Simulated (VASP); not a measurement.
# Cr (Im-3m) in VASP: single point with LDA

Aim: the single point of Cr with LDA.

Program: VASP 6.6.1. These are calculated values, not measurements. Logs are shortened: lines on timing, memory, paths and dates and some standing lists are left out, and cuts for length are marked.

## Step 1: The cell of the first run

It takes space group Im-3m (No. 229, cubic). Conventional cell: a = 2.884 Å, b = 2.884 Å, c = 2.884 Å, α = 90.00°, β = 90.00°, γ = 90.00°. Within 3.3 Å of Cr (site symmetry m-3m) lie 14 Cr at 2.50 to 2.88 Å.

## Step 2: Single point, LDA

The input, INCAR:

```
SYSTEM = Cr
  PREC = Accurate
  ENCUT = 520
  EDIFF = 1E-6
  ISMEAR = 0
  SIGMA = 0.1
  LREAL = .FALSE.
  LASPH = .TRUE.
  NELM = 80
  ALGO = Normal
  ISIF = 2
  LWAVE = .FALSE.
  LCHARG = .TRUE.
  LELF = .TRUE.
  LVHAR = .TRUE.
  NBANDS = 12
```

The input, KPOINTS:

```
regular mesh
0
G
  16 16 16
  0 0 0
```

The input, POSCAR:

```
Cr
1.0
   -1.4419500000      1.4419500000      1.4419500000
    1.4419500000     -1.4419500000      1.4419500000
    1.4419500000      1.4419500000     -1.4419500000
Cr
1
Direct
    0.0000000000      0.0000000000      0.0000000000
```

Potentials or basis: VASP PAW LDA potentials, release 64 (Cr_pv).

The run is started by

```
$ cat potpaw_LDA.64/Cr_pv/POTCAR > POTCAR
$ mpirun -np 1 vasp_std > vasp.out
```

OUTCAR:

```text
SYSTEM = Cr
   PREC = Accurate
   ENCUT = 520
   EDIFF = 1E-6
   ISMEAR = 0
   LREAL = .FALSE.
   LASPH = .TRUE.
   NELM = 80
   ISIF = 2

 ion  position               nearest neighbor table
   1  0.000  0.000  0.000-

  LATTYP: Found a body centered cubic cell.
 ALAT       =     2.8839000000

  Lattice vectors:

 A1 = (  -1.4419500000,   1.4419500000,   1.4419500000)
 A2 = (   1.4419500000,  -1.4419500000,   1.4419500000)
 A3 = (   1.4419500000,   1.4419500000,  -1.4419500000)

Analysis of symmetry for initial positions (statically):
=====================================================================
 Subroutine PRICEL returns:
 Original cell was already a primitive cell.

 Routine SETGRP: Setting up the symmetry group for a
 body centered cubic supercell.

 Subroutine GETGRP returns: Found 48 space group operations
 (whereof 48 operations were pure point group operations)
 out of a pool of 48 trial point group operations.

The static configuration has the point symmetry O_h .

Analysis of symmetry for dynamics (positions and initial velocities):
=====================================================================
 Subroutine PRICEL returns:
 Original cell was already a primitive cell.

 Routine SETGRP: Setting up the symmetry group for a
 body centered cubic supercell.

 Subroutine GETGRP returns: Found 48 space group operations
 (whereof 48 operations were pure point group operations)
 out of a pool of 48 trial point group operations.

The dynamic configuration has the point symmetry O_h .

 Subroutine INISYM returns: Found 48 space group operations
 (whereof 48 operations are pure point group operations),
 and found     1 'primitive' translations

----------------------------------------------------------------------------------------

                                     Primitive cell

  volume of cell :      11.9925

  direct lattice vectors                    reciprocal lattice vectors
    -1.441950000  1.441950000  1.441950000     0.000000000  0.346752661  0.346752661
     1.441950000 -1.441950000  1.441950000     0.346752661  0.000000000  0.346752661
     1.441950000  1.441950000 -1.441950000     0.346752661  0.346752661  0.000000000

  length of vectors
     2.497530662  2.497530662  2.497530662     0.490382316  0.490382316  0.490382316

  position of ions in fractional coordinates (direct lattice)
     0.000000000  0.000000000  0.000000000

  ion indices of the primitive-cell ions
[... 74 lines left out ...]
   EDIFF  = 0.1E-05   stopping-criterion for ELM
   LREAL  =      F    real-space projection
   EDIFFG = 0.1E-04   stopping-criterion for IOM
   NSW    =      0    number of steps for IOM
   IBRION =     -1    ionic relax: 0-MD 1-quasi-New 2-CG
   NFREE  =      0    steps in history (QN), initial steepest desc. (CG)
   ISIF   =      2    stress and relaxation
   ISYM   =      2    0-nonsym 1-usesym 2-fastsym
   POTIM  = 0.5000    time-step for ionic-motion
   TEBEG  =    0.0;   TEEND  =   0.0 temperature during run
   PSTRESS=    0.0 pullay stress
   NELECT =      12.0000    total number of electrons
   NUPDOWN=      -1.0000    fix difference up-down
   EMIN   =  10.00;   EMAX   =-10.00  energy-range for DOS
   EFERMI =   0.00;   METHOD = LEGACY
   ISMEAR =     0;   SIGMA  =   0.10  broadening in eV -4-tet -1-fermi 0-gaus
   EFERMI_NEDOS =   21; number of points for ismear=-14 and -15
   IALGO  =     38    algorithm
   IMIX   =      4    mixing-type and parameters
     AMIX     =   0.40;   BMIX     =  1.00
     AMIX_MAG =   1.60;   BMIX_MAG =  1.00
  volume/ion in A,a.u.               =      11.99        80.93
  Fermi-wavevector in a.u.,A,eV,Ry     =   1.637439  3.094310 36.480015  2.681205
  Thomas-Fermi vector in A             =   2.728578
   LORBIT       =      0    0 simple, 1 ext, 2 COOP (PROOUT), +10 PAW based schemes
   GGA     = CA    functional components
   LHFCALC =     F    Hartree Fock is set to
   AEXX    =    0.0000 exact exchange contribution
   IVDW    =     0    specifies the selected vdW correction
   LEPSILON=     F    determine dielectric tensor
   LRPA    =     F    only Hartree local field effects (RPA)
 non-spin polarized calculation
 Gauss-broadening in eV      SIGMA  =   0.10
  energy-cutoff  :      520.00
  volume of cell :       11.99
 maximum number of plane-waves:       336
   NGX =  9   NGY =  9   NGZ =  9

 number of electron      11.9999992 magnetization

 Free energy of the ion-electron system (eV)
  ---------------------------------------------------
  ext. energy  EPLUGINS =         0.00000000
  ---------------------------------------------------
  free energy    TOTEN  =       -10.53623691 eV

  energy without entropy =      -10.53244554  energy(sigma->0) =      -10.53434123

 E-fermi :  10.2111     XC(G=0): -13.7842

 val. band max:       10.2021941812   @ k =  -0.2500   0.3125   0.1250
 cond. band min:      10.2221989702   @ k =  -0.1875   0.1875   0.1250
 fundamental gap:      0.0200047889
 Fermi energy:        10.2110732501

 k-point     1 :       0.0000    0.0000    0.0000
  band No.  band energies     occupation
      1     -32.1345      2.00000
      2     -32.1345      2.00000
      3     -32.1345      2.00000
      4       2.6056      2.00000
      5       9.3796      2.00000
      6       9.3796      2.00000
      7       9.3796      2.00000
      8      11.2797      0.00000
      9      11.2797      0.00000
     10      15.5627      0.00000
     11      32.3136      0.00000
     12      32.3136      0.00000
[... 331 lines left out ...]
 k-point    24 :       0.2500    0.1875    0.0000
  band No.  band energies     occupation
      1     -32.7889      2.00000
      2     -32.4005      2.00000
      3     -32.2047      2.00000
      4       6.6057      2.00000
      5       8.1318      2.00000
      6       8.6909      2.00000
      7      10.9764      0.00000
      8      11.6935      0.00000
      9      13.3229      0.00000
     10      15.5620      0.00000
     11      23.5847      0.00000
     12      25.2125      0.00000

 [... further k-points ...]
[... 5 lines left out ...]
  --------------------------------------------------------------------------------------
  -------------------------------------------------------------------------------------
  Total       -1.8356386     -1.8356386     -1.8356386      0.0000000      0.0000000      0.0000000
  in kB     -245.2376654   -245.2376654   -245.2376654      0.0000000      0.0000000      0.0000000
  external PRESSURE =    -245.2376654 kB  Pullay stress =       0.0000000 kB

 VOLUME and BASIS-vectors are now :
 -----------------------------------------------------------------------------
  energy-cutoff  :      520.00
  volume of cell :       11.99
      direct lattice vectors                 reciprocal lattice vectors
    -1.441950000  1.441950000  1.441950000     0.000000000  0.346752661  0.346752661
     1.441950000 -1.441950000  1.441950000     0.346752661  0.000000000  0.346752661
     1.441950000  1.441950000 -1.441950000     0.346752661  0.346752661  0.000000000

 POSITION                                       TOTAL-FORCE (eV/Angst)
 -----------------------------------------------------------------------------------
      0.00000      0.00000      0.00000         0.000000      0.000000      0.000000
 -----------------------------------------------------------------------------------
    total drift:                                0.000000     -0.000000      0.000000

  FREE ENERGIE OF THE ION-ELECTRON SYSTEM (eV)
  ---------------------------------------------------
  free  energy   TOTEN  =       -10.5362369123 eV

  energy  without entropy=      -10.5324455442  energy(sigma->0) =      -10.53434123
```

OSZICAR:

```text
N       E                     dE             d eps       ncg     rms          rms(c)
DAV:   1     0.811582536659E+02    0.81158E+02   -0.70961E+03  3496   0.119E+03
DAV:   2    -0.110686525262E+02   -0.92227E+02   -0.88630E+02  3552   0.299E+02
DAV:   3    -0.123578412172E+02   -0.12892E+01   -0.12833E+01  3860   0.424E+01
DAV:   4    -0.123648720679E+02   -0.70309E-02   -0.70307E-02  3696   0.313E+00
DAV:   5    -0.123649587702E+02   -0.86702E-04   -0.86703E-04  3768   0.322E-01    0.110E+01
DAV:   6    -0.105796537644E+02    0.17853E+01   -0.51646E+00  3640   0.374E+01    0.181E+00
DAV:   7    -0.105509106991E+02    0.28743E-01   -0.96213E-02  3564   0.475E+00    0.892E-01
DAV:   8    -0.105363753342E+02    0.14535E-01   -0.40254E-03  3836   0.103E+00    0.136E-01
DAV:   9    -0.105362229358E+02    0.15240E-03   -0.80577E-04  3568   0.461E-01    0.182E-02
DAV:  10    -0.105362371478E+02   -0.14212E-04   -0.73763E-06  3660   0.300E-02    0.432E-03
DAV:  11    -0.105362369123E+02    0.23552E-06   -0.25824E-07  1908   0.786E-03
   1 F= -.10536237E+02 E0= -.10534341E+02  d E =-.379137E-02
```

Run time: 13 s. Hardware: 1 thread of Intel Xeon Platinum 8259CL at 2.50GHz (Skylake/Cascade Lake), shared host; peak memory 0.13 GiB.

Results:

- Free energy: -10.5362 eV
- Pressure: -24.5 GPa
- Band gap on the k mesh: zero (band 6 reaches 12.59 eV, above the bottom of band 7 at 9.38 eV)

Levels at points of the mesh, in eV from the Fermi level:
```
           k point  band 3  band 4  band 5  band 6  band 7  band 8  band 9  band 10
(0.00, 0.00, 0.00)  -42.35   -7.61   -0.83   -0.83   -0.83    1.07    1.07     5.35
(0.50, 0.00, 0.00)  -42.35   -4.21   -2.30    1.08    1.16    1.38    2.75     5.35
(0.50, 0.50, 0.50)  -42.92   -4.08   -4.08    2.38    2.38    2.38    5.35    10.32
```

Caveat: the run has no spin polarisation, though such a crystal can be magnetic.
